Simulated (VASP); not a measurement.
## Ta16HC: single point with PBEsol

Ta16HC, a slab with vacuum:

```
CELL_PARAMETERS angstrom
6.62000 0.00000 0.00000
0.00000 6.62000 0.00000
0.00000 0.00000 17.96500
ATOMIC_POSITIONS crystal
Ta 0.25000 0.25000 0.05566
Ta 0.75000 0.25000 0.05566
Ta 0.25000 0.75000 0.05566
Ta 0.75000 0.75000 0.05566
Ta 0.99653 0.99761 0.13077
Ta 0.50313 0.99689 0.13870
Ta 0.99793 0.50199 0.13509
Ta 0.49326 0.50601 0.13532
Ta 0.24964 0.23579 0.23107
Ta 0.74373 0.26159 0.22341
Ta 0.22734 0.76190 0.22931
Ta 0.74674 0.74541 0.22961
Ta 0.97586 0.01713 0.31439
Ta 0.49290 0.01337 0.31511
Ta 0.97950 0.49479 0.31148
Ta 0.49227 0.50375 0.31375
C 0.75648 0.26151 0.34430
H 0.74337 0.39529 0.38955
```

```
Program             : VASP 6.6.1
Task                : single point
Functional          : PBEsol
Potentials or basis : VASP PAW PBE potentials, release 64 (Ta_pv, C, H)
Cutoff              : 520 eV
k mesh              : 3 × 3 × 1
Occupations         : fermi-dirac, width 0.05 eV
Spin                : no spin polarisation
```

| Property | Result |
| --- | --- |
| Largest force | 1.876 eV/Å |
| Band gap on the k mesh | zero (an odd number of electrons rules out a gap without spin polarisation) |

Forces in eV/Å, atoms in the order of the input:
```
Ta   0.238 -0.047  0.000
Ta  -0.278  0.206  0.055
Ta   0.078  0.028 -0.007
Ta  -0.277 -0.168 -0.300
Ta   0.018  0.266  1.027
Ta  -0.648  0.111 -0.276
Ta   0.235 -0.160  0.251
Ta  -0.045 -0.285  0.357
Ta  -0.487  1.401 -0.571
Ta  -0.116 -0.896 -1.645
Ta   1.236 -0.869 -0.061
Ta  -0.393  0.840 -0.148
Ta  -0.368  0.358  0.382
Ta   0.948  0.425  0.083
Ta   0.617 -0.001  0.392
Ta   0.039 -0.458 -0.127
C   -0.835 -0.232  0.810
H    0.037 -0.518 -0.224
```

Levels at points of the mesh, in eV from the Fermi level:
```
           k point  band 89  band 90  band 91  band 92  band 93  band 94
(0.00, 0.00, 0.00)    -0.03     0.02     0.15     0.23     0.33     0.39
```

Run time: 32 min on 1 thread of Intel(R) Xeon(R) Platinum 8259CL CPU @ 2.50GHz (Skylake/Cascade Lake), with other jobs on the host, peak memory 0.85 GiB.

Caveat: there is no dipole correction, which matters where the two faces differ; the PAW data sets were made with another functional, which shifts forces and pressure a little; spin-orbit coupling is left out, which moves the levels of the heavy elements.
